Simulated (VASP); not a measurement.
# Hf (I4/mmm) in VASP: further runs, part 2 of 2

VASP 6.6.1. Earlier steps stand in the parts before.

**4. Single point, PBE (strain +0.0450 x Voigt [0, 0, 1, 0, 0, 0])**

INCAR

```
SYSTEM = Hf
PREC     = Accurate       ! precision mode
ENCUT    = 520            ! plane-wave cutoff, eV
EDIFF    = 1E-6           ! SCF threshold, eV
ISMEAR   = 0              ! smearing method
SIGMA    = 0.15           ! smearing width, eV
LREAL    = .FALSE.        ! projectors in reciprocal space
LASPH    = .TRUE.         ! aspherical terms in the spheres
NELM     = 100            ! most SCF steps
ALGO     = Fast           ! electronic algorithm
ISIF     = 2              ! what is computed and relaxed
LWAVE    = .FALSE.        ! write WAVECAR
LCHARG   = .FALSE.        ! write CHGCAR
GGA      = PE             ! functional
NBANDS   = 11             ! bands
```

KPOINTS

```
Automatic mesh
0
G
  18 18 18
  0 0 0
```

POSCAR

```
Hf
1.0
    0.0000000000      2.2200000000      2.3199000000
    2.2200000000      0.0000000000      2.3199000000
    2.2200000000      2.2200000000      0.0000000000
Hf
1
Direct
    0.0000000000      0.0000000000      0.0000000000
```

Potentials or basis: VASP PAW PBE potentials, release 64 (Hf_pv).

The run is started by

```
cat potpaw_PBE.64/Hf_pv/POTCAR > POTCAR
mpirun -np 1 vasp_std > vasp.out
```

OUTCAR:

```text
SYSTEM = Hf
   PREC = Accurate
   ENCUT = 520
   EDIFF = 1E-6
   ISMEAR = 0
   LREAL = .FALSE.
   LASPH = .TRUE.
   NELM = 100
   ISIF = 2
   GGA = PE

 ion  position               nearest neighbor table
   1  0.000  0.000  0.000-

  LATTYP: Found a body centered tetragonal cell.
 ALAT       =     3.1395541085
 C/A-ratio  =     1.4778531727

  Lattice vectors:

 A1 = (  -2.2200000000,   0.0000000000,   2.3199000000)
 A2 = (   2.2200000000,   0.0000000000,   2.3199000000)
 A3 = (   0.0000000000,   2.2200000000,  -2.3199000000)

Analysis of symmetry for initial positions (statically):
=====================================================================
 Subroutine PRICEL returns:
 Original cell was already a primitive cell.

 Routine SETGRP: Setting up the symmetry group for a
 body centered tetragonal supercell.

 Subroutine GETGRP returns: Found 16 space group operations
 (whereof 16 operations were pure point group operations)
 out of a pool of 16 trial point group operations.

The static configuration has the point symmetry D_4h.

Analysis of symmetry for dynamics (positions and initial velocities):
=====================================================================
 Subroutine PRICEL returns:
 Original cell was already a primitive cell.

 Routine SETGRP: Setting up the symmetry group for a
 body centered tetragonal supercell.

 Subroutine GETGRP returns: Found 16 space group operations
 (whereof 16 operations were pure point group operations)
 out of a pool of 16 trial point group operations.

The dynamic configuration has the point symmetry D_4h.

 Subroutine INISYM returns: Found 16 space group operations
 (whereof 16 operations are pure point group operations),
 and found     1 'primitive' translations

----------------------------------------------------------------------------------------

                                     Primitive cell

  volume of cell :      22.8668

[... 112 lines left out ...]
   LHFCALC =     F    Hartree Fock is set to
   AEXX    =    0.0000 exact exchange contribution
   IVDW    =     0    specifies the selected vdW correction
   LEPSILON=     F    determine dielectric tensor
   LRPA    =     F    only Hartree local field effects (RPA)
 non-spin polarized calculation
 RMM-DIIS sequential band-by-band and
 Gauss-broadening in eV      SIGMA  =   0.15
  energy-cutoff  :      520.00
  volume of cell :       22.87
 maximum number of plane-waves:       632
   NGX = 11   NGY = 11   NGZ = 11

 number of electron      10.0000000 magnetization

 number of electron       9.9999999 magnetization

 Free energy of the ion-electron system (eV)
  ---------------------------------------------------
  ext. energy  EPLUGINS =         0.00000000
  ---------------------------------------------------
  free energy    TOTEN  =        -9.85409246 eV

  energy without entropy =       -9.83602377  energy(sigma->0) =       -9.84505811

 E-fermi :   4.5836     XC(G=0): -11.1868

 val. band max:        4.5801249421   @ k =  -0.4444   0.0000   0.1111
 cond. band min:       4.5882705242   @ k =  -0.3889   0.3333   0.2778
 fundamental gap:      0.0081455822
 Fermi energy:         4.5835757115

 k-point     1 :       0.0000    0.0000    0.0000
  band No.  band energies     occupation
      1     -25.5106      2.00000
      2     -25.5050      2.00000
      3     -25.5050      2.00000
      4      -2.5445      2.00000
      5       5.6584      0.00000
      6       6.1631      0.00000
      7       6.1631      0.00000
      8       8.3047      0.00000
      9       9.0487      0.00000
     10      15.8586      0.00000
     11      19.3597      0.00000
[... 309 lines left out ...]
 k-point    24 :      -0.2222    0.0556    0.0000
  band No.  band energies     occupation
      1     -25.8881      2.00000
      2     -25.5879      2.00000
      3     -25.5338      2.00000
      4      -0.7018      2.00000
      5       4.7040      0.25613
      6       6.0473      0.00000
      7       6.6851      0.00000
      8       8.3340      0.00000
      9       8.9416      0.00000
     10      16.0533      0.00000
     11      19.0196      0.00000

 [... further k-points ...]

------------------------ aborting loop because EDIFF is reached ----------------------------------------

  FORCE on cell =-STRESS in cart. coord.  units (eV):
  Direction    XX          YY          ZZ          XY          YZ          ZX
  --------------------------------------------------------------------------------------
  -------------------------------------------------------------------------------------
  Total       -0.1359222     -0.1359222     -0.4934288      0.0000000      0.0000000      0.0000000
  in kB       -9.5234800     -9.5234800    -34.5724298      0.0000000      0.0000000      0.0000000
  external PRESSURE =     -17.8731300 kB  Pullay stress =       0.0000000 kB

 VOLUME and BASIS-vectors are now :
 -----------------------------------------------------------------------------
  energy-cutoff  :      520.00
  volume of cell :       22.87
      direct lattice vectors                 reciprocal lattice vectors
     0.000000000  2.220000000  2.319900000    -0.225225225  0.225225225  0.215526531
     2.220000000  0.000000000  2.319900000     0.225225225 -0.225225225  0.215526531
     2.220000000  2.220000000  0.000000000     0.225225225  0.225225225 -0.215526531

 POSITION                                       TOTAL-FORCE (eV/Angst)
 -----------------------------------------------------------------------------------
      0.00000      0.00000      0.00000        -0.000000      0.000000     -0.000000
 -----------------------------------------------------------------------------------
    total drift:                               -0.000000      0.000000     -0.000000

  FREE ENERGIE OF THE ION-ELECTRON SYSTEM (eV)
  ---------------------------------------------------
  free  energy   TOTEN  =        -9.8540924596 eV

  energy  without entropy=       -9.8360237653  energy(sigma->0) =       -9.84505811
```

OSZICAR:

```text
N       E                     dE             d eps       ncg     rms          rms(c)
DAV:   1     0.129897573701E+02    0.12990E+02   -0.56741E+03 10640   0.834E+02
DAV:   2    -0.974835057325E+01   -0.22738E+02   -0.22030E+02 13245   0.155E+02
DAV:   3    -0.102050165874E+02   -0.45667E+00   -0.45245E+00 13548   0.150E+01
DAV:   4    -0.102068185251E+02   -0.18019E-02   -0.18016E-02 12210   0.113E+00
DAV:   5    -0.102068288432E+02   -0.10318E-04   -0.10318E-04 13521   0.750E-02    0.454E+01
RMM:   6    -0.994310809335E+01    0.26372E+00   -0.18076E-01 10741   0.288E+00    0.266E+01
RMM:   7    -0.985808134408E+01    0.85027E-01   -0.37209E-01 11772   0.422E+00    0.126E+00
RMM:   8    -0.985384283337E+01    0.42385E-02   -0.26358E-02 11521   0.134E+00    0.497E-01
RMM:   9    -0.985406524122E+01   -0.22241E-03   -0.27567E-03 14014   0.454E-01    0.100E-01
RMM:  10    -0.985408706803E+01   -0.21827E-04   -0.38069E-04 14318   0.169E-01    0.704E-02
RMM:  11    -0.985409034539E+01   -0.32774E-05   -0.69987E-05 13910   0.736E-02    0.581E-03
RMM:  12    -0.985409165669E+01   -0.13113E-05   -0.11898E-05 13897   0.260E-02    0.887E-03
RMM:  13    -0.985409285409E+01   -0.11974E-05   -0.19269E-06 10229   0.115E-02    0.957E-03
RMM:  14    -0.985409245965E+01    0.39444E-06   -0.67352E-07  8650   0.619E-03
   1 F= -.98540925E+01 E0= -.98450581E+01  d E =-.180687E-01
```

stdout:

```text
POSCAR found type information on POSCAR Hf
 POSCAR found :  1 types and       1 ions
 scaLAPACK will be used
 LDA part: xc-table for (Slater+PW92), standard interpolation
 POSCAR, INCAR and KPOINTS ok, starting setup
 FFT: planning ... GRIDC
 FFT: planning ... GRID_SOFT
 FFT: planning ... GRID
 WAVECAR not read
 entering main loop
```

It took 2.7 min on 1 thread of Intel Xeon 8259CL, shared host; peak memory 0.24 GiB.

What came out:

```
Free energy            : -9.8541 eV
Pressure               : -1.8 GPa
Band gap on the k mesh : zero (bands 5 and 6 overlap by 1.91 eV)
```

Levels at points of the mesh, in eV from the Fermi level:
| k point | band 3 | band 4 | band 5 | band 6 | band 7 | band 8 |
| --- | --- | --- | --- | --- | --- | --- |
| (0.00, 0.00, 0.00) | -30.09 | -7.13 | 1.07 | 1.58 | 1.58 | 3.72 |
| (0.50, 0.00, 0.00) | -30.17 | -3.56 | 0.52 | 0.92 | 1.47 | 6.01 |
| (0.50, 0.50, 0.00) | -30.32 | -3.23 | -1.98 | 1.97 | 6.22 | 6.75 |
| (0.50, 0.00, 0.50) | -30.34 | -3.12 | -2.06 | 2.65 | 6.10 | 6.47 |

Caveat: the cell differs from its parent crystal (strain +0.0450 x Voigt [0, 0, 1, 0, 0, 0]); spin-orbit coupling is left out, which moves the levels of the heavy elements.

**5. Single point, PBE (strain +0.0600 x Voigt [0, 0, 1, 0, 0, 0])**

INCAR

```
SYSTEM = Hf
  ALGO = Normal
  EDIFF = 1E-6
  ENCUT = 520
  GGA = PE
  ISIF = 2
  ISMEAR = 0
  LASPH = .True.
  LCHARG = .False.
  LREAL = .False.
  LWAVE = .False.
  NBANDS = 11
  NELM = 80
  PREC = Accurate
  SIGMA = 0.15
```

KPOINTS

```
k-points
0
Gamma
  18 18 18
  0 0 0
```

POSCAR

```
Hf
1.0
    0.0000000000      2.2200000000      2.3532000000
    2.2200000000      0.0000000000      2.3532000000
    2.2200000000      2.2200000000      0.0000000000
Hf
1
Direct
    0.0000000000      0.0000000000      0.0000000000
```

Potentials or basis: VASP PAW PBE potentials, release 64 (Hf_pv).

The run is started by

```
cat potpaw_PBE.64/Hf_pv/POTCAR > POTCAR
mpirun -np 1 vasp_std > vasp.out
```

OUTCAR:

```text
SYSTEM = Hf
   EDIFF = 1E-6
   ENCUT = 520
   GGA = PE
   ISIF = 2
   ISMEAR = 0
   LASPH = .True.
   LREAL = .False.
   NELM = 80
   PREC = Accurate

 ion  position               nearest neighbor table
   1  0.000  0.000  0.000-

  LATTYP: Found a body centered tetragonal cell.
 ALAT       =     3.1395541085
 C/A-ratio  =     1.4990663761

  Lattice vectors:

 A1 = (  -2.2200000000,   0.0000000000,   2.3532000000)
 A2 = (   2.2200000000,   0.0000000000,   2.3532000000)
 A3 = (   0.0000000000,   2.2200000000,  -2.3532000000)

Analysis of symmetry for initial positions (statically):
=====================================================================
 Subroutine PRICEL returns:
 Original cell was already a primitive cell.

 Routine SETGRP: Setting up the symmetry group for a
 body centered tetragonal supercell.

 Subroutine GETGRP returns: Found 16 space group operations
 (whereof 16 operations were pure point group operations)
 out of a pool of 16 trial point group operations.

The static configuration has the point symmetry D_4h.

Analysis of symmetry for dynamics (positions and initial velocities):
=====================================================================
 Subroutine PRICEL returns:
 Original cell was already a primitive cell.

 Routine SETGRP: Setting up the symmetry group for a
 body centered tetragonal supercell.

 Subroutine GETGRP returns: Found 16 space group operations
 (whereof 16 operations were pure point group operations)
 out of a pool of 16 trial point group operations.

The dynamic configuration has the point symmetry D_4h.

 Subroutine INISYM returns: Found 16 space group operations
 (whereof 16 operations are pure point group operations),
 and found     1 'primitive' translations

----------------------------------------------------------------------------------------

                                     Primitive cell
[... 108 lines left out ...]
     AMIX     =   0.40;   BMIX     =  1.00
     AMIX_MAG =   1.60;   BMIX_MAG =  1.00
  volume/ion in A,a.u.               =      23.20       156.53
  Fermi-wavevector in a.u.,A,eV,Ry     =   1.236735  2.337090 20.810286  1.529513
  Thomas-Fermi vector in A             =   2.371331
   LORBIT       =      0    0 simple, 1 ext, 2 COOP (PROOUT), +10 PAW based schemes
   GGA     = PE    functional components
   LHFCALC =     F    Hartree Fock is set to
   AEXX    =    0.0000 exact exchange contribution
   IVDW    =     0    specifies the selected vdW correction
   LEPSILON=     F    determine dielectric tensor
   LRPA    =     F    only Hartree local field effects (RPA)
 non-spin polarized calculation
 Gauss-broadening in eV      SIGMA  =   0.15
  energy-cutoff  :      520.00
  volume of cell :       23.20
 maximum number of plane-waves:       644
   NGX = 13   NGY = 13   NGZ = 11

 number of electron      10.0000000 magnetization

 Free energy of the ion-electron system (eV)
  ---------------------------------------------------
  ext. energy  EPLUGINS =         0.00000000
  ---------------------------------------------------
  free energy    TOTEN  =        -9.84516724 eV

  energy without entropy =       -9.82628499  energy(sigma->0) =       -9.83572612

 E-fermi :   4.4817     XC(G=0): -11.1228

 val. band max:        4.4797975273   @ k =  -0.4444   0.2778   0.1111
 cond. band min:       4.4846313816   @ k =  -0.3889   0.1111   0.0000
 fundamental gap:      0.0048338542
 Fermi energy:         4.4817329716

 k-point     1 :       0.0000    0.0000    0.0000
  band No.  band energies     occupation
      1     -25.6631      2.00000
      2     -25.6555      2.00000
      3     -25.6555      2.00000
      4      -2.5914      2.00000
      5       5.4551      0.00000
      6       6.1201      0.00000
      7       6.1201      0.00000
      8       8.0212      0.00000
      9       8.9979      0.00000
     10      15.7340      0.00000
     11      17.4289      0.00000
[... 309 lines left out ...]
 k-point    24 :      -0.2222    0.0556    0.0000
  band No.  band energies     occupation
      1     -26.0255      2.00000
      2     -25.7376      2.00000
      3     -25.6795      2.00000
      4      -0.7651      2.00000
      5       4.6147      0.20995
      6       5.8688      0.00000
      7       6.6506      0.00000
      8       8.2326      0.00000
      9       8.7334      0.00000
     10      15.8613      0.00000
     11      17.4302      0.00000

 [... further k-points ...]
[... 5 lines left out ...]
  --------------------------------------------------------------------------------------
  -------------------------------------------------------------------------------------
  Total       -0.2967176     -0.2967176     -0.7645887      0.0000000      0.0000000     -0.0000000
  in kB      -20.4955299    -20.4955299    -52.8133427      0.0000000      0.0000000     -0.0000000
  external PRESSURE =     -31.2681342 kB  Pullay stress =       0.0000000 kB

 VOLUME and BASIS-vectors are now :
 -----------------------------------------------------------------------------
  energy-cutoff  :      520.00
  volume of cell :       23.20
      direct lattice vectors                 reciprocal lattice vectors
     0.000000000  2.220000000  2.353200000    -0.225225225  0.225225225  0.212476628
     2.220000000  0.000000000  2.353200000     0.225225225 -0.225225225  0.212476628
     2.220000000  2.220000000  0.000000000     0.225225225  0.225225225 -0.212476628

 POSITION                                       TOTAL-FORCE (eV/Angst)
 -----------------------------------------------------------------------------------
      0.00000      0.00000      0.00000         0.000000      0.000000      0.000000
 -----------------------------------------------------------------------------------
    total drift:                                0.000000      0.000000     -0.000000

  FREE ENERGIE OF THE ION-ELECTRON SYSTEM (eV)
  ---------------------------------------------------
  free  energy   TOTEN  =        -9.8451672417 eV

  energy  without entropy=       -9.8262849887  energy(sigma->0) =       -9.83572612
```

OSZICAR:

```text
N       E                     dE             d eps       ncg     rms          rms(c)
DAV:   1     0.130019044880E+02    0.13002E+02   -0.56798E+03 10624   0.834E+02
DAV:   2    -0.973675226974E+01   -0.22739E+02   -0.22016E+02 13481   0.154E+02
DAV:   3    -0.102062612950E+02   -0.46951E+00   -0.46571E+00 13365   0.152E+01
DAV:   4    -0.102081707149E+02   -0.19094E-02   -0.19090E-02 12090   0.119E+00
DAV:   5    -0.102081817945E+02   -0.11080E-04   -0.11080E-04 13507   0.802E-02    0.450E+01
DAV:   6    -0.993779679000E+01    0.27039E+00   -0.22927E-01 11655   0.357E+00    0.267E+01
DAV:   7    -0.985007593167E+01    0.87721E-01   -0.34415E-01 12273   0.425E+00    0.123E+00
DAV:   8    -0.984513636125E+01    0.49396E-02   -0.26000E-02 11840   0.116E+00    0.232E-01
DAV:   9    -0.984516616287E+01   -0.29802E-04   -0.44123E-04 13010   0.174E-01    0.540E-02
DAV:  10    -0.984516746049E+01   -0.12976E-05   -0.32344E-05 12435   0.438E-02    0.466E-02
DAV:  11    -0.984516724173E+01    0.21876E-06   -0.40938E-06 12351   0.151E-02
   1 F= -.98451672E+01 E0= -.98357261E+01  d E =-.188823E-01
```

stdout:

```text
POSCAR found type information on POSCAR Hf
 POSCAR found :  1 types and       1 ions
 scaLAPACK will be used
 LDA part: xc-table for (Slater+PW92), standard interpolation
 POSCAR, INCAR and KPOINTS ok, starting setup
 FFT: planning ... GRIDC
 FFT: planning ... GRID_SOFT
 FFT: planning ... GRID
 WAVECAR not read
 entering main loop
```

It took 1.7 min on 1 thread of Intel Xeon 8259CL, shared host; peak memory 0.24 GiB.

What came out:

- Free energy: -9.8452 eV
- Pressure: -3.1 GPa
- Band gap on the k mesh: zero (bands 5 and 6 overlap by 1.78 eV)

Stress tensor (GPa, compression positive):
```
-2.05  0.00  0.00
 0.00 -2.05  0.00
 0.00  0.00 -5.28
```

Levels at points of the mesh, in eV from the Fermi level:
```tsv
k point	band 1	band 2	band 3	band 4	band 5	band 6	band 7	band 8	band 9	band 10
(0.00, 0.00, 0.00)	-30.14	-30.14	-30.14	-7.07	0.97	1.64	1.64	3.54	4.52	11.25
(0.50, 0.00, 0.00)	-30.86	-30.27	-30.20	-3.52	0.49	0.84	1.55	5.88	6.23	8.98
(0.50, 0.50, 0.00)	-30.80	-30.35	-30.35	-3.20	-1.91	1.77	6.14	6.63	6.63	9.82
(0.50, 0.00, 0.50)	-30.82	-30.47	-30.38	-3.05	-2.01	2.66	5.96	6.27	7.02	9.11
```

Caveat: the cell differs from its parent crystal (strain +0.0600 x Voigt [0, 0, 1, 0, 0, 0]); the cell stands under tension; spin-orbit coupling is left out, which moves the levels of the heavy elements.

**6. Summary**

| cell | gap on the mesh (eV) | pressure (GPa) |
| --- | --- | --- |
| a = 3.093, b = 3.093, c = 3.140 Å, angles 59.5, 59.5, 61.0°, 1 atom | none | 6.4 |
| a = 3.163, b = 3.163, c = 3.140 Å, angles 60.2, 60.2, 59.5°, 1 atom | none | 1.2 |
| a = 3.211, b = 3.211, c = 3.140 Å, angles 60.7, 60.7, 58.5°, 1 atom | none | -1.8 |
| a = 3.235, b = 3.235, c = 3.140 Å, angles 61.0, 61.0, 58.1°, 1 atom | none | -3.1 |

Alike in all rows: task single point; level PBE; potentials or basis VASP PAW PBE potentials, release 64 (Hf_pv); no spin polarisation; k mesh 18 × 18 × 18; cutoff (eV) 520; smearing gaussian 0.15 eV.

Caveats: spin-orbit coupling is left out, which moves the levels of the heavy elements; the cell stands under pressure (at least some runs); the cell stands under tension (at least some runs).

Absolute energies hang on the potentials; compare differences alone.
